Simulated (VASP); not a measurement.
# HW4C4 in VASP: single point with PBE+D3(BJ)

Aim: the single point of HW4C4 with PBE+D3(BJ).

Program: VASP 6.6.1. These are calculated values, not measurements. Logs are shortened: lines on timing, memory, paths and dates and some standing lists are left out, and cuts for length are marked.

## Step 1: The cell of the first run

The cell holds a slab with vacuum, 18 atoms: a = 5.672 Å, b = 5.672 Å, c = 16.180 Å, α = 90.00°, β = 90.00°, γ = 120.00°.

## Step 2: Single point, PBE+D3(BJ)

Input file INCAR:

```
SYSTEM = HW4C4
ALGO = Normal ; EDIFF = 1E-6
ENCUT = 520 ; GGA = PE
GGA_COMPAT = .FALSE. ; ISIF = 2
ISMEAR = -1 ; IVDW = 12
LASPH = .TRUE. ; LCHARG = .FALSE.
LREAL = .FALSE. ; LWAVE = .FALSE.
NBANDS = 88 ; NELM = 120
NELMDL = -8 ; PREC = Accurate
SIGMA = 0.05
```

Input file KPOINTS:

```
k-points
0
G
  5 5 1
  0 0 0
```

Input file POSCAR:

```
HW4C4
1.0
    5.6722800000      0.0000000000      0.0000000000
   -2.8361400000      4.9123390000      0.0000000000
    0.0000000000      0.0000000000     16.1797200000
W C H
8 8 2
Direct
    0.0000000000      0.0000000000      0.0618058000
    0.0000228294     -0.0000199877      0.2407375499
    0.0000000000      0.5000000000      0.0618058000
   -0.0000154772      0.4999912071      0.2405621859
    0.5000000000      0.0000000000      0.0618058000
    0.5000157519      0.0000232764      0.2405578598
    0.5000000000      0.5000000000      0.0618058000
    0.5000067062      0.4999977213      0.2406482753
    0.3332960143      0.1666690727      0.1447038930
    0.3337072155      0.1667372687      0.3116900606
    0.3333391130      0.6666616750      0.1446681276
    0.3333146341      0.6666989279      0.3116863550
    0.8333595635      0.1666467095      0.1447009206
    0.8331852878      0.1668089955      0.3116485150
    0.8333342582      0.6667050447      0.1447044441
    0.8332620939      0.6662978019      0.3116921393
    0.2957671952      0.7071745246      0.4536581014
    0.2793604072      0.7247989186      0.4992421001
```

Potentials or basis: VASP PAW PBE potentials, release 64 (W_sv, C, H).

The run is started by

```sh
$ cat potpaw_PBE.64/W_sv/POTCAR potpaw_PBE.64/C/POTCAR potpaw_PBE.64/H/POTCAR > POTCAR
$ mpirun -np 1 vasp_std > vasp.out
```

OUTCAR:

```text
SYSTEM = HW4C4
   EDIFF = 1E-6
   ENCUT = 520
   GGA = PE
   ISIF = 2
   ISMEAR = -1
   IVDW = 12
   LASPH = .TRUE.
   LREAL = .FALSE.
   NELM = 120
   NELMDL = -8
   PREC = Accurate
 IVDW          = 12

 ion  position               nearest neighbor table
   1  0.000  0.000  0.062-  13 2.12   9 2.12  15 2.12   5 2.84   5 2.84   3 2.84   3 2.84   7 2.84
                             7 2.84   2 2.90
   2  0.000  1.000  0.241-  14 2.00  10 2.00  16 2.00   9 2.26  15 2.26  13 2.26   4 2.84   6 2.84
                             8 2.84   8 2.84   6 2.84   4 2.84   1 2.90
   3  0.000  0.500  0.062-  11 2.12  13 2.12  15 2.12   7 2.84   7 2.84   5 2.84   1 2.84   1 2.84
                             5 2.84   4 2.89
   4  1.000  0.500  0.241-  16 2.00  14 2.00  12 2.00  13 2.26  15 2.26  11 2.26   6 2.84   2 2.84
                             8 2.84   8 2.84   2 2.84   6 2.84   3 2.89
   5  0.500  0.000  0.062-  11 2.12  13 2.12   9 2.12   1 2.84   1 2.84   3 2.84   7 2.84   7 2.84
                             3 2.84   6 2.89
   6  0.500  0.000  0.241-  10 2.00  14 2.00  12 2.00  13 2.26   9 2.26  11 2.26   4 2.84   2 2.84
                             8 2.84   8 2.84   2 2.84   4 2.84   5 2.89
   7  0.500  0.500  0.062-  11 2.12   9 2.12  15 2.12   3 2.84   3 2.84   1 2.84   5 2.84   5 2.84
                             1 2.84   8 2.89
   8  0.500  0.500  0.241-  16 2.00  10 2.00  12 2.00  15 2.26   9 2.26  11 2.26   6 2.84   4 2.84
                             2 2.84   2 2.84   4 2.84   6 2.84   7 2.89
   9  0.333  0.167  0.145-   1 2.12   7 2.12   5 2.12   6 2.26   8 2.26   2 2.26
  10  0.334  0.167  0.312-   6 2.00   8 2.00   2 2.00
  11  0.333  0.667  0.145-   7 2.12   5 2.12   3 2.12   6 2.26   4 2.26   8 2.26
  12  0.333  0.667  0.312-   8 2.00   4 2.00   6 2.00
  13  0.833  0.167  0.145-   1 2.12   3 2.12   5 2.12   6 2.26   4 2.26   2 2.26
  14  0.833  0.167  0.312-   6 2.00   4 2.00   2 2.00
  15  0.833  0.667  0.145-   1 2.12   7 2.12   3 2.12   4 2.26   8 2.26   2 2.26
  16  0.833  0.666  0.312-   4 2.00   8 2.00   2 2.00
  17  0.296  0.707  0.454-  18 0.76
  18  0.279  0.725  0.499-  17 0.76

  LATTYP: Found a hexagonal cell.
 ALAT       =     5.6722800000
 C/A-ratio  =     2.8524191330

  Lattice vectors:

 A1 = (   5.6722800000,   0.0000000000,   0.0000000000)
 A2 = (  -2.8361400000,   4.9123390000,   0.0000000000)
 A3 = (   0.0000000000,   0.0000000000,  16.1797200000)

Analysis of symmetry for initial positions (statically):
=====================================================================
 Subroutine PRICEL returns:
 Original cell was already a primitive cell.

 Routine SETGRP: Setting up the symmetry group for a
 hexagonal supercell.

 Subroutine GETGRP returns: Found  1 space group operations
 (whereof  1 operations were pure point group operations)
 out of a pool of 24 trial point group operations.

The static configuration has the point symmetry C_1 .

Analysis of symmetry for dynamics (positions and initial velocities):
=====================================================================
 Subroutine PRICEL returns:
 Original cell was already a primitive cell.

 Routine SETGRP: Setting up the symmetry group for a
 hexagonal supercell.

 Subroutine GETGRP returns: Found  1 space group operations
 (whereof  1 operations were pure point group operations)
 out of a pool of 24 trial point group operations.

The dynamic configuration has the point symmetry C_1 .

 Subroutine INISYM returns: Found  1 space group operations
 (whereof  1 operations are pure point group operations),
 and found     1 'primitive' translations

----------------------------------------------------------------------------------------

                                     Primitive cell

  volume of cell :     450.8343

  direct lattice vectors                    reciprocal lattice vectors
     5.672280000  0.000000000  0.000000000     0.176295952  0.101784506  0.000000000
    -2.836140000  4.912339000  0.000000000     0.000000000  0.203569013  0.000000000
     0.000000000  0.000000000 16.179720000     0.000000000  0.000000000  0.061805767

  length of vectors
     5.672280000  5.672280366 16.179720000     0.203569026  0.203569013  0.061805767

  position of ions in fractional coordinates (direct lattice)
     0.000000000  0.000000000  0.061805800
     0.000022829  0.999980012  0.240737550
     0.000000000  0.500000000  0.061805800
     0.999984523  0.499991207  0.240562186
     0.500000000  0.000000000  0.061805800
     0.500015752  0.000023276  0.240557860
[... 10 lines left out ...]
     0.295767195  0.707174525  0.453658101
     0.279360407  0.724798919  0.499242100

  ion indices of the primitive-cell ions
   primitive index   ion index
                 1           1
                 2           2
                 3           3
                 4           4
                 5           5
                 6           6
[... 10 lines left out ...]
                17          17
                18          18

----------------------------------------------------------------------------------------

 KPOINTS: k-points

Automatic generation of k-mesh.
 Grid dimensions read from file:
 generate k-points for:    5    5    1

 Generating k-lattice:

  Cartesian coordinates                     Fractional coordinates (reciprocal lattice)
     0.035259190  0.020356901  0.000000000     0.200000000  0.000000000  0.000000000
     0.000000000  0.040713803  0.000000000     0.000000000  0.200000000  0.000000000
     0.000000000  0.000000000  0.061805767     0.000000000  0.000000000  1.000000000

  Length of vectors
     0.040713805  0.040713803  0.061805767

  Shift w.r.t. Gamma in fractional coordinates (k-lattice)
     0.000000000  0.000000000  0.000000000

 Subroutine IBZKPT returns following result:
 ===========================================

 Found     13 irreducible k-points:

 Following reciprocal coordinates:
            Coordinates               Weight
  0.000000  0.000000  0.000000      1.000000
  0.200000 -0.000000  0.000000      2.000000
  0.000000  0.200000  0.000000      2.000000
 -0.200000  0.200000  0.000000      2.000000
  0.400000 -0.000000  0.000000      2.000000
  0.000000  0.400000  0.000000      2.000000
 -0.400000  0.400000  0.000000      2.000000
  0.200000  0.200000  0.000000      2.000000
 -0.200000  0.400000  0.000000      2.000000
 -0.400000  0.200000  0.000000      2.000000
  0.400000  0.200000  0.000000      2.000000
 -0.200000 -0.400000  0.000000      2.000000
  0.400000  0.400000  0.000000      2.000000
   k-points           NKPTS =     13   k-points in BZ     NKDIM =     13   number of bands    NBANDS=     88
   number of dos      NEDOS =    301   number of ions     NIONS =     18
   total plane-waves  NPLWV = 211680
   dimension x,y,z NGX =    42 NGY =   42 NGZ =  120
   dimension x,y,z NGXF=    84 NGYF=   84 NGZF=  240
   ions per type =               8   8   2
   NGX,Y,Z   is equivalent  to a cutoff of  12.31, 12.31, 12.33 a.u.
   NGXF,Y,Z  is equivalent  to a cutoff of  24.62, 24.62, 24.66 a.u.
 SYSTEM =  HW4C4
   PREC   = accura    normal or accurate (medium, high low for compatibility)
   ISTART =      0    job   : 0-new  1-cont  2-samecut
   ICHARG =      2    charge: 1-file 2-atom 10-const
   ISPIN  =      1    spin polarized calculation?
   LNONCOLLINEAR =      F non collinear calculations
   LSORBIT =      F    spin-orbit coupling
   LASPH  =      T    aspherical Exc in radial PAW
   ENCUT  =  520.0 eV  38.22 Ry    6.18 a.u.  10.55 10.55 30.08*2*pi/ulx,y,z
   NELM   =    120;   NELMIN=  2; NELMDL= -8     # of ELM steps
   EDIFF  = 0.1E-05   stopping-criterion for ELM
   LREAL  =      F    real-space projection
   EDIFFG = 0.1E-04   stopping-criterion for IOM
   NSW    =      0    number of steps for IOM
   IBRION =     -1    ionic relax: 0-MD 1-quasi-New 2-CG
   NFREE  =      0    steps in history (QN), initial steepest desc. (CG)
   ISIF   =      2    stress and relaxation
   ISYM   =      2    0-nonsym 1-usesym 2-fastsym
   POTIM  = 0.5000    time-step for ionic-motion
   TEBEG  =    0.0;   TEEND  =   0.0 temperature during run
   PSTRESS=    0.0 pullay stress
   NELECT =     146.0000    total number of electrons
   NUPDOWN=      -1.0000    fix difference up-down
   EMIN   =  10.00;   EMAX   =-10.00  energy-range for DOS
   EFERMI =   0.00;   METHOD = LEGACY
   ISMEAR =    -1;   SIGMA  =   0.05  broadening in eV -4-tet -1-fermi 0-gaus
   EFERMI_NEDOS =   21; number of points for ismear=-14 and -15
   IALGO  =     38    algorithm
   IMIX   =      4    mixing-type and parameters
     AMIX     =   0.40;   BMIX     =  1.00
     AMIX_MAG =   1.60;   BMIX_MAG =  1.00
  volume/ion in A,a.u.               =      25.05       169.02
  Fermi-wavevector in a.u.,A,eV,Ry     =   1.124226  2.124478 17.196173  1.263883
  Thomas-Fermi vector in A             =   2.260896
   LORBIT       =      0    0 simple, 1 ext, 2 COOP (PROOUT), +10 PAW based schemes
   GGA     = PE    functional components
   LHFCALC =     F    Hartree Fock is set to
   AEXX    =    0.0000 exact exchange contribution
   IVDW    =    12    specifies the selected vdW correction
   LEPSILON=     F    determine dielectric tensor
   LRPA    =     F    only Hartree local field effects (RPA)
 non-spin polarized calculation
  energy-cutoff  :      520.00
  volume of cell :      450.83
 maximum number of plane-waves:     12156
 NGX is ok and might be reduce to    42
   NGX = 21   NGY = 21   NGZ = 61

 number of electron     146.0000019 magnetization

 Free energy of the ion-electron system (eV)
  ---------------------------------------------------
  ext. energy  EPLUGINS =         0.00000000
  ---------------------------------------------------
  free energy    TOTEN  =      -168.26317191 eV

  energy without entropy =     -168.19744901  energy(sigma->0) =     -168.23031046

 E-fermi :   0.7566     XC(G=0):  -6.5359

 val. band max:        0.7532139319   @ k =   0.4000  -0.0000   0.0000
 cond. band min:       0.7979226344   @ k =   0.2000  -0.0000   0.0000
 fundamental gap:      0.0447087025
 Fermi energy:         0.7565672821

 k-point     1 :       0.0000    0.0000    0.0000
  band No.  band energies     occupation
      1     -73.1799      2.00000
      2     -73.1514      2.00000
      3     -73.1002      2.00000
      4     -73.0955      2.00000
      5     -73.0937      2.00000
      6     -73.0744      2.00000
[... 1133 lines left out ...]
     84       3.0864      0.00000
     85       3.1272      0.00000
 [bands above 85 left out]

------------------------ aborting loop because EDIFF is reached ----------------------------------------

 Edisp (eV)   -4.98185

 E8    (eV) :    -2.3423

  FORCE on cell =-STRESS in cart. coord.  units (eV):
  Direction    XX          YY          ZZ          XY          YZ          ZX
  --------------------------------------------------------------------------------------
  -------------------------------------------------------------------------------------
  Total      23.35630    23.37468     0.82286     0.01536     0.00073    -0.00499
  in kB      83.00375    83.06904     2.92429     0.05460     0.00259    -0.01772
  external pressure =       56.33 kB  Pullay stress =        0.00 kB

 VOLUME and BASIS-vectors are now :
 -----------------------------------------------------------------------------
  energy-cutoff  :      520.00
  volume of cell :      450.83
      direct lattice vectors                 reciprocal lattice vectors
     5.672280000  0.000000000  0.000000000     0.176295952  0.101784506  0.000000000
    -2.836140000  4.912339000  0.000000000     0.000000000  0.203569013  0.000000000
     0.000000000  0.000000000 16.179720000     0.000000000  0.000000000  0.061805767

 POSITION                                       TOTAL-FORCE (eV/Angst)
 -----------------------------------------------------------------------------------
      0.00000      0.00000      1.00000         0.001046     -0.000571     -0.049076
     -2.83595      4.91224      3.89507         0.000623     -0.000280     -0.040702
     -1.41807      2.45617      1.00000         0.000393      0.000035     -0.066185
      4.25415      2.45613      3.89223         0.001819      0.001245     -0.042446
      2.83614      0.00000      1.00000         0.000276     -0.000212     -0.066544
      2.83616      0.00011      3.89216        -0.000205     -0.002499     -0.042404
[... 10 lines left out ...]
     -0.32797      3.47388      7.34006        -0.010374      0.006106      0.043320
     -0.47102      3.56046      8.07760         0.008225     -0.005212     -0.042116
 -----------------------------------------------------------------------------------
    total drift:                               -0.000028     -0.000044     -0.001666

  FREE ENERGIE OF THE ION-ELECTRON SYSTEM (eV)
  ---------------------------------------------------
  free  energy   TOTEN  =      -173.2450187763 eV

  energy  without entropy=     -173.1792958773  energy(sigma->0) =     -173.21215733
```

Wall time 24 min (1 thread of AMD EPYC 7R43 (Zen 3), shared host); peak memory 0.7 GiB.

Results:

```
Free energy                : -173.2450 eV
Largest force              : 0.102 eV/Å
Band gap on the k mesh     : zero (band 73 reaches 1.25 eV, above the bottom of band 74 at 0.30 eV)
Dispersion energy per atom : -0.277 eV
```

Forces in eV/Å, atoms in the order of the input:
```
W    0.001 -0.001 -0.049
W    0.001  0.000 -0.041
W    0.000  0.000 -0.066
W    0.002  0.001 -0.042
W    0.000  0.000 -0.067
W    0.000 -0.002 -0.042
W    0.000  0.000 -0.058
W   -0.003  0.002 -0.042
C    0.000  0.000  0.000
C    0.000  0.000  0.102
C    0.000  0.000  0.000
C    0.000  0.000  0.102
C    0.000  0.000  0.000
C    0.000  0.000  0.102
C    0.000  0.000  0.000
C    0.000  0.000  0.102
H   -0.010  0.006  0.043
H    0.008 -0.005 -0.042
```

Caveat: spin-orbit coupling is left out, which moves the levels of the heavy elements.
